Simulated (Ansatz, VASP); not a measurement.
## One calculation of PbS, two programs

```
Pb S
1.0
     2.96399   -2.98911   -0.02145
     3.00151    3.02664   -0.03595
    -1.20568   -0.03404   11.11772
Pb S
2 2
Direct
  0.22637 0.22637 0.37221
  0.77363 0.77363 0.62779
  0.72951 0.72951 0.38973
  0.27049 0.27049 0.61027
```

Alike in both runs: task single point; functional PBE; k mesh 2 × 2 × 1; occupations gaussian, width 0.1 eV; no spin polarisation.

|  | VASP | Ansatz |
| --- | --- | --- |
| version | VASP 6.6.1 | Ansatz 0.2.0 |
| potentials or method | VASP PAW PBE potentials, release 64 (Pb_d, S), cutoff 520 eV | scalar-relativistic, plane waves, PAW |
| valence electrons in the cell | 40 | 40 |

|  | VASP | Ansatz | Ansatz less VASP |
| --- | --- | --- | --- |
| gap on the k mesh at the Fermi level (eV) | 2.08 | 2.08 | +0.001 |
| least direct gap on the mesh (eV) | 2.15 | 2.15 | 0.000 |
| rms of the force components (eV/Å) | 0.306 | 0.307 | +0.0013 |

Atom by atom the forces differ by 0.003 eV/Å (rms over components).

The k mesh is coarse, so the values compare programs but aren't converged. Spin-orbit coupling is off throughout.
